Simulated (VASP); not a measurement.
# Ta4O (P4/mmm) in VASP: a series of runs

The runs below take Ta4O through single point, with PBEsol, r2SCAN.

All numbers are computed with VASP 6.6.1; they aren't measurements. Logs are shortened: lines on timing, memory, paths and dates and some standing lists are left out, and cuts for length are marked.

## 1. The cell of the first run

It takes space group P4/mmm (No. 123, tetragonal). Conventional cell: a = 3.257 Å, b = 3.257 Å, c = 7.409 Å, α = 90.00°, β = 90.00°, γ = 90.00°. Ta (site symmetry 4/mmm) has 4 O at 2.30 Å within 3.0 Å. Ta (site symmetry 4mm) has 1 O at 2.10 Å within 2.8 Å. Ta (site symmetry 4/mmm) has 12 Ta at 2.81 to 3.26 Å within 3.7 Å. O (site symmetry 4/mmm) has 6 Ta at 2.10 to 2.30 Å within 2.8 Å.

## 2. Single point, PBEsol

INCAR reads:

```
  PREC = Accurate
  ENCUT = 520
  EDIFF = 1E-6
  ISMEAR = 0
  SIGMA = 0.1
  LREAL = False
  LASPH = True
  NELM = 80
  ALGO = Normal
  ISIF = 2
  LWAVE = False
  LCHARG = False
  GGA = PS
  NBANDS = 33
```

KPOINTS reads:

```
regular mesh
0
Gamma
  6 6 2
```

POSCAR reads:

```
Ta4O
1.0
    3.2574970000      0.0000000000      0.0000000000
    0.0000000000      3.2574970000      0.0000000000
    0.0000000000      0.0000000000      7.4093410000
Ta O
4 1
Direct
    0.0000000000      0.0000000000      0.5000000000
    0.5000000000      0.5000000000      0.7831580000
    0.5000000000      0.5000000000      0.2168420000
    0.0000000000      0.0000000000      0.0000000000
    0.5000000000      0.5000000000      0.5000000000
```

Potentials or basis: VASP PAW PBE potentials, release 64 (Ta_pv, O).

The run is started by

```console
$ cat potpaw_PBE.64/Ta_pv/POTCAR potpaw_PBE.64/O/POTCAR > POTCAR
$ mpirun -np 1 vasp_std > vasp.out
```

OUTCAR:

```text
PREC = Accurate
   ENCUT = 520
   EDIFF = 1E-6
   ISMEAR = 0
   LREAL = False
   LASPH = True
   NELM = 80
   ISIF = 2
   GGA = PS

 ion  position               nearest neighbor table
   1  0.000  0.000  0.500-   5 2.30   5 2.30   5 2.30   5 2.30   3 3.12   3 3.12   2 3.12   3 3.12
                             2 3.12   2 3.12   3 3.12   2 3.12
   2  0.500  0.500  0.783-   5 2.10   4 2.81   4 2.81   4 2.81   4 2.81   1 3.12   1 3.12   1 3.12
                             1 3.12   3 3.21
   3  0.500  0.500  0.217-   5 2.10   4 2.81   4 2.81   4 2.81   4 2.81   1 3.12   1 3.12   1 3.12
                             1 3.12   2 3.21
   4  0.000  0.000  0.000-   2 2.81   3 2.81   2 2.81   3 2.81   2 2.81   3 2.81   2 2.81   3 2.81

   5  0.500  0.500  0.500-   2 2.10   3 2.10   1 2.30   1 2.30   1 2.30   1 2.30

  LATTYP: Found a simple tetragonal cell.
 ALAT       =     3.2574970000
 C/A-ratio  =     2.2745503680

  Lattice vectors:

 A1 = (   3.2574970000,   0.0000000000,   0.0000000000)
 A2 = (   0.0000000000,   3.2574970000,   0.0000000000)
 A3 = (   0.0000000000,   0.0000000000,   7.4093410000)

Analysis of symmetry for initial positions (statically):
=====================================================================
 Subroutine PRICEL returns:
 Original cell was already a primitive cell.

 Routine SETGRP: Setting up the symmetry group for a
 simple tetragonal supercell.

 Subroutine GETGRP returns: Found 16 space group operations
 (whereof 16 operations were pure point group operations)
 out of a pool of 16 trial point group operations.

The static configuration has the point symmetry D_4h.

Analysis of symmetry for dynamics (positions and initial velocities):
=====================================================================
 Subroutine PRICEL returns:
 Original cell was already a primitive cell.

 Routine SETGRP: Setting up the symmetry group for a
 simple tetragonal supercell.

 Subroutine GETGRP returns: Found 16 space group operations
 (whereof 16 operations were pure point group operations)
 out of a pool of 16 trial point group operations.

The dynamic configuration has the point symmetry D_4h.

 Subroutine INISYM returns: Found 16 space group operations
 (whereof 16 operations are pure point group operations),
 and found     1 'primitive' translations

----------------------------------------------------------------------------------------

                                     Primitive cell

  volume of cell :      78.6226

  direct lattice vectors                    reciprocal lattice vectors
     3.257497000  0.000000000  0.000000000     0.306984166  0.000000000  0.000000000
     0.000000000  3.257497000  0.000000000     0.000000000  0.306984166  0.000000000
     0.000000000  0.000000000  7.409341000     0.000000000  0.000000000  0.134964769

  length of vectors
     3.257497000  3.257497000  7.409341000     0.306984166  0.306984166  0.134964769

  position of ions in fractional coordinates (direct lattice)
     0.000000000  0.000000000  0.500000000
     0.500000000  0.500000000  0.783158000
     0.500000000  0.500000000  0.216842000
     0.000000000  0.000000000  0.000000000
     0.500000000  0.500000000  0.500000000

  ion indices of the primitive-cell ions
   primitive index   ion index
                 1           1
                 2           2
                 3           3
                 4           4
                 5           5

----------------------------------------------------------------------------------------

 KPOINTS: regular mesh

Automatic generation of k-mesh.
 Grid dimensions read from file:
 generate k-points for:    6    6    2

 Generating k-lattice:

  Cartesian coordinates                     Fractional coordinates (reciprocal lattice)
     0.051164028  0.000000000  0.000000000     0.166666667  0.000000000  0.000000000
     0.000000000  0.051164028  0.000000000     0.000000000  0.166666667  0.000000000
     0.000000000  0.000000000  0.067482385     0.000000000  0.000000000  0.500000000

  Length of vectors
     0.051164028  0.051164028  0.067482385

  Shift w.r.t. Gamma in fractional coordinates (k-lattice)
     0.000000000  0.000000000  0.000000000

 Subroutine IBZKPT returns following result:
 ===========================================

 Found     20 irreducible k-points:

 Following reciprocal coordinates:
            Coordinates               Weight
  0.000000  0.000000  0.000000      1.000000
  0.166667  0.000000  0.000000      4.000000
  0.333333  0.000000  0.000000      4.000000
  0.500000  0.000000  0.000000      2.000000
  0.166667  0.166667  0.000000      4.000000
  0.333333  0.166667  0.000000      8.000000
[... 12 lines left out ...]
  0.500000  0.333333  0.500000      4.000000
  0.500000  0.500000  0.500000      1.000000
   k-points           NKPTS =     20   k-points in BZ     NKDIM =     20   number of bands    NBANDS=     33
   number of dos      NEDOS =    301   number of ions     NIONS =      5
   total plane-waves  NPLWV =  32256
   dimension x,y,z NGX =    24 NGY =   24 NGZ =   56
   dimension x,y,z NGXF=    48 NGYF=   48 NGZF=  112
   ions per type =               4   1
   NGX,Y,Z   is equivalent  to a cutoff of  12.25, 12.25, 12.56 a.u.
   NGXF,Y,Z  is equivalent  to a cutoff of  24.50, 24.50, 25.13 a.u.
 SYSTEM =  unknown system
   PREC   = accura    normal or accurate (medium, high low for compatibility)
   ISTART =      0    job   : 0-new  1-cont  2-samecut
   ICHARG =      2    charge: 1-file 2-atom 10-const
   ISPIN  =      1    spin polarized calculation?
   LNONCOLLINEAR =      F non collinear calculations
   LSORBIT =      F    spin-orbit coupling
   LASPH  =      T    aspherical Exc in radial PAW
   ENCUT  =  520.0 eV  38.22 Ry    6.18 a.u.   6.06  6.06 13.78*2*pi/ulx,y,z
   NELM   =     80;   NELMIN=  2; NELMDL= -5     # of ELM steps
   EDIFF  = 0.1E-05   stopping-criterion for ELM
   LREAL  =      F    real-space projection
   EDIFFG = 0.1E-04   stopping-criterion for IOM
   NSW    =      0    number of steps for IOM
   IBRION =     -1    ionic relax: 0-MD 1-quasi-New 2-CG
   NFREE  =      0    steps in history (QN), initial steepest desc. (CG)
   ISIF   =      2    stress and relaxation
   ISYM   =      2    0-nonsym 1-usesym 2-fastsym
   POTIM  = 0.5000    time-step for ionic-motion
   TEBEG  =    0.0;   TEEND  =   0.0 temperature during run
   PSTRESS=    0.0 pullay stress
   NELECT =      50.0000    total number of electrons
   NUPDOWN=      -1.0000    fix difference up-down
   EMIN   =  10.00;   EMAX   =-10.00  energy-range for DOS
   EFERMI =   0.00;   METHOD = LEGACY
   ISMEAR =     0;   SIGMA  =   0.10  broadening in eV -4-tet -1-fermi 0-gaus
   EFERMI_NEDOS =   21; number of points for ismear=-14 and -15
   IALGO  =     38    algorithm
   IMIX   =      4    mixing-type and parameters
     AMIX     =   0.40;   BMIX     =  1.00
     AMIX_MAG =   1.60;   BMIX_MAG =  1.00
  volume/ion in A,a.u.               =      15.72       106.11
  Fermi-wavevector in a.u.,A,eV,Ry     =   1.407826  2.660405 26.966391  1.981974
  Thomas-Fermi vector in A             =   2.530046
   LORBIT       =      0    0 simple, 1 ext, 2 COOP (PROOUT), +10 PAW based schemes
   GGA     = PS    functional components
   LHFCALC =     F    Hartree Fock is set to
   AEXX    =    0.0000 exact exchange contribution
   IVDW    =     0    specifies the selected vdW correction
   LEPSILON=     F    determine dielectric tensor
   LRPA    =     F    only Hartree local field effects (RPA)
 non-spin polarized calculation
 Gauss-broadening in eV      SIGMA  =   0.10
  energy-cutoff  :      520.00
  volume of cell :       78.62
 maximum number of plane-waves:      2144
   NGX = 13   NGY = 13   NGZ = 27

 number of electron      50.0000004 magnetization

 Free energy of the ion-electron system (eV)
  ---------------------------------------------------
  ext. energy  EPLUGINS =         0.00000000
  ---------------------------------------------------
  free energy    TOTEN  =       -58.42372770 eV

  energy without entropy =      -58.40505936  energy(sigma->0) =      -58.41439353

 E-fermi :   6.2928     XC(G=0): -12.7294

 val. band max:        6.2771572150   @ k =   0.5000   0.5000   0.5000
 cond. band min:       6.3336187616   @ k =   0.1667   0.0000   0.0000
 fundamental gap:      0.0564615466
 Fermi energy:         6.2928384405

 k-point     1 :       0.0000    0.0000    0.0000
  band No.  band energies     occupation
      1     -29.2287      2.00000
      2     -29.2287      2.00000
      3     -28.9034      2.00000
      4     -28.3351      2.00000
      5     -28.2216      2.00000
      6     -28.0299      2.00000
[... 25 lines left out ...]
     32       7.9276      0.00000
     33       8.6644      0.00000

 k-point     2 :       0.1667    0.0000    0.0000
  band No.  band energies     occupation
      1     -29.3243      2.00000
      2     -29.2177      2.00000
      3     -28.8905      2.00000
      4     -28.3696      2.00000
      5     -28.2485      2.00000
      6     -28.0370      2.00000
[... 25 lines left out ...]
     32       8.8606      0.00000
     33       9.3589      0.00000

 k-point     3 :       0.3333    0.0000    0.0000
  band No.  band energies     occupation
      1     -29.5029      2.00000
      2     -29.1955      2.00000
      3     -28.8783      2.00000
      4     -28.4246      2.00000
      5     -28.2966      2.00000
      6     -28.0941      2.00000
[... 25 lines left out ...]
     32       9.1677      0.00000
     33       9.5348      0.00000

 k-point     4 :       0.5000    0.0000    0.0000
  band No.  band energies     occupation
      1     -29.5874      2.00000
      2     -29.1844      2.00000
      3     -28.8823      2.00000
      4     -28.4435      2.00000
      5     -28.3067      2.00000
      6     -28.1444      2.00000
[... 529 lines left out ...]
     32      10.0853      0.00000
     33      10.4022      0.00000

 k-point    19 :       0.5000    0.3333    0.5000
  band No.  band energies     occupation
      1     -29.4936      2.00000
      2     -29.3967      2.00000
      3     -28.8142      2.00000
      4     -28.3739      2.00000
      5     -28.2894      2.00000
      6     -28.1739      2.00000
[... 25 lines left out ...]
     32      10.1139      0.00000
     33      10.7107      0.00000

 k-point    20 :       0.5000    0.5000    0.5000
  band No.  band energies     occupation
      1     -29.4643      2.00000
      2     -29.4643      2.00000
      3     -28.7924      2.00000
      4     -28.3586      2.00000
      5     -28.3586      2.00000
      6     -28.2320      2.00000
[... 25 lines left out ...]
     32      10.7834      0.00000
     33      10.8514      0.00000

------------------------ aborting loop because EDIFF is reached ----------------------------------------

  FORCE on cell =-STRESS in cart. coord.  units (eV):
  Direction    XX          YY          ZZ          XY          YZ          ZX
  --------------------------------------------------------------------------------------
  -------------------------------------------------------------------------------------
  Total       -3.7872756     -3.7872756     -3.9512099      0.0000000      0.0000000      0.0000000
  in kB      -77.1773487    -77.1773487    -80.5180145      0.0000000      0.0000000      0.0000000
  external PRESSURE =     -78.2909040 kB  Pullay stress =       0.0000000 kB

 VOLUME and BASIS-vectors are now :
 -----------------------------------------------------------------------------
  energy-cutoff  :      520.00
  volume of cell :       78.62
      direct lattice vectors                 reciprocal lattice vectors
     3.257497000  0.000000000  0.000000000     0.306984166  0.000000000  0.000000000
     0.000000000  3.257497000  0.000000000     0.000000000  0.306984166  0.000000000
     0.000000000  0.000000000  7.409341000     0.000000000  0.000000000  0.134964769

 POSITION                                       TOTAL-FORCE (eV/Angst)
 -----------------------------------------------------------------------------------
      0.00000      0.00000      3.70467        -0.000000     -0.000000      0.000000
      1.62875      1.62875      5.80268        -0.000000      0.000000     -0.100002
      1.62875      1.62875      1.60666         0.000000      0.000000      0.100002
      0.00000      0.00000      0.00000        -0.000000     -0.000000      0.000000
      1.62875      1.62875      3.70467        -0.000000     -0.000000      0.000000
 -----------------------------------------------------------------------------------
    total drift:                                0.000000     -0.000000      0.000000

  FREE ENERGIE OF THE ION-ELECTRON SYSTEM (eV)
  ---------------------------------------------------
  free  energy   TOTEN  =       -58.4237277028 eV

  energy  without entropy=      -58.4050593609  energy(sigma->0) =      -58.41439353
```

It took 68 s on 1 thread of AMD EPYC 7R43 (Zen 3), shared host; peak memory 0.15 GiB.

What came out:

| Quantity | Value |
| --- | --- |
| Free energy | -58.4237 eV |
| Pressure | -7.8 GPa |
| Largest force | 0.100 eV/Å |
| Band gap on the k mesh | zero (band 25 reaches 6.47 eV, above the bottom of band 26 at 6.17 eV) |

Forces in eV/Å, atoms in the order of the input:
```
Ta   0.000  0.000  0.000
Ta   0.000  0.000 -0.100
Ta   0.000  0.000  0.100
Ta   0.000  0.000  0.000
O    0.000  0.000  0.000
```

Stress tensor (GPa, compression positive):
```
-7.72  0.00  0.00
 0.00 -7.72  0.00
 0.00  0.00 -8.05
```

Levels at points of the mesh, in eV from the Fermi level:
| k point | band 23 | band 24 | band 25 | band 26 | band 27 | band 28 |
| --- | --- | --- | --- | --- | --- | --- |
| (0.00, 0.00, 0.00) | -0.50 | -0.50 | -0.25 | 0.45 | 0.97 | 0.97 |
| (0.50, 0.00, 0.00) | -0.98 | -0.70 | 0.18 | 0.83 | 0.93 | 1.25 |
| (0.50, 0.50, 0.00) | -1.57 | -0.70 | -0.70 | 1.63 | 2.32 | 2.72 |
| (0.00, 0.00, 0.50) | -0.56 | -0.56 | 0.12 | 0.61 | 0.61 | 0.75 |
| (0.50, 0.00, 0.50) | -1.09 | -0.66 | -0.48 | 1.04 | 1.24 | 1.48 |
| (0.50, 0.50, 0.50) | -1.77 | -0.02 | -0.02 | 1.62 | 1.88 | 1.88 |

Caveat: the k points lie up to 0.42 Å⁻¹ apart; the PAW data sets were made with another functional, which shifts forces and pressure a little; spin-orbit coupling is left out, which moves the levels of the heavy elements.

## 3. Single point, PBEsol

INCAR reads:

```
SYSTEM = Ta4O
PREC = Accurate
ENCUT = 520
EDIFF = 1E-6
ISMEAR = 0
SIGMA = 0.1
LREAL = .False.
LASPH = .True.
NELM = 100
ALGO = Normal
ISIF = 2
LWAVE = .False.
LCHARG = .False.
GGA = PS
NBANDS = 33
```

KPOINTS reads:

```
Automatic mesh
0
Gamma
  8 8 4
  0 0 0
```

POSCAR is that of step 2.

Potentials or basis: VASP PAW PBE potentials, release 64 (Ta_pv, O).

The run is started by

```console
$ cat potpaw_PBE.64/Ta_pv/POTCAR potpaw_PBE.64/O/POTCAR > POTCAR
$ mpirun -np 1 vasp_std > vasp.out
```

It took 2.5 min on 1 thread of AMD EPYC 7R43 (Zen 3), shared host; peak memory 0.19 GiB.

It converged, with:

```yaml
Free_energy: -58.4983 eV
Pressure: -7.8 GPa
Largest_force: 0.017 eV/Å
Band_gap_on_the_k_mesh: zero (band 25 reaches 6.62 eV, above the bottom of band 26 at 5.81 eV)
```

Forces on the atoms (eV/Å):
```
Ta   0.000  0.000  0.000
Ta   0.000  0.000  0.017
Ta   0.000  0.000 -0.017
Ta   0.000  0.000  0.000
O    0.000  0.000  0.000
```

Stress tensor (GPa, compression positive):
```
-7.65  0.00  0.00
 0.00 -7.65  0.00
 0.00  0.00 -8.10
```

Levels at points of the mesh, in eV from the Fermi level:
```
           k point  band 23  band 24  band 25  band 26  band 27  band 28
(0.00, 0.00, 0.00)    -0.48    -0.48    -0.29     0.45     1.03     1.03
(0.50, 0.00, 0.00)    -0.92    -0.66     0.20     0.87     0.92     1.33
(0.50, 0.50, 0.00)    -1.49    -0.65    -0.65     1.56     2.35     2.76
(0.00, 0.00, 0.50)    -0.55    -0.55     0.07     0.68     0.68     0.70
(0.50, 0.00, 0.50)    -1.01    -0.63    -0.44     0.97     1.30     1.55
(0.50, 0.50, 0.50)    -1.69     0.04     0.04     1.55     1.92     1.92
```

Caveat: the PAW data sets were made with another functional, which shifts forces and pressure a little; spin-orbit coupling is left out, which moves the levels of the heavy elements.

## 4. Single point, PBEsol

INCAR reads:

```
SYSTEM = Ta4O
PREC = Accurate
ENCUT = 520
EDIFF = 1E-7
ISMEAR = 0
SIGMA = 0.1
LREAL = .False.
LASPH = .True.
NELM = 80
ALGO = Normal
ISIF = 2
LWAVE = .False.
LCHARG = .True.
GGA = PS
LELF = .True.
LVHAR = .True.
NBANDS = 33
```

KPOINTS reads:

```
regular mesh
0
Gamma
  6 6 4
  0 0 0
```

POSCAR is that of step 3.

The run is started by

```console
$ cat potpaw_PBE.64/Ta_pv/POTCAR potpaw_PBE.64/O/POTCAR > POTCAR
$ mpirun -np 1 vasp_std > vasp.out
```

It took 1.9 min on 1 thread of AMD EPYC 7R43 (Zen 3), shared host; peak memory 0.17 GiB.

Results (log left out):

```yaml
Free_energy: -58.4716 eV
Pressure: -7.8 GPa
Largest_force: 0.147 eV/Å
Band_gap_on_the_k_mesh: zero (band 25 reaches 6.48 eV, above the bottom of band 26 at 6.10 eV)
```

Forces in eV/Å, atoms in the order of the input:
```
Ta   0.000  0.000  0.000
Ta   0.000  0.000 -0.147
Ta   0.000  0.000  0.147
Ta   0.000  0.000  0.000
O    0.000  0.000  0.000
```

Stress tensor (GPa, compression positive):
```
-7.70  0.00  0.00
 0.00 -7.70  0.00
 0.00  0.00 -7.90
```

Levels at points of the mesh, in eV from the Fermi level:
```tsv
k point	band 22	band 23	band 24	band 25	band 26	band 27	band 28	band 29
(0.00, 0.00, 0.00)	-1.60	-0.47	-0.47	-0.21	0.49	1.00	1.00	1.26
(0.50, 0.00, 0.00)	-1.12	-0.97	-0.70	0.22	0.86	0.98	1.27	1.72
(0.50, 0.50, 0.00)	-1.54	-1.54	-0.69	-0.69	1.67	2.36	2.75	2.75
(0.00, 0.00, 0.50)	-0.58	-0.53	-0.53	0.16	0.63	0.63	0.80	1.01
(0.50, 0.00, 0.50)	-1.22	-1.07	-0.66	-0.45	1.09	1.26	1.51	1.83
(0.50, 0.50, 0.50)	-1.74	-1.74	0.00	0.00	1.67	1.91	1.91	2.88
```

Caveat: the PAW data sets were made with another functional, which shifts forces and pressure a little; spin-orbit coupling is left out, which moves the levels of the heavy elements.

(Continued in part 2 of 2.)
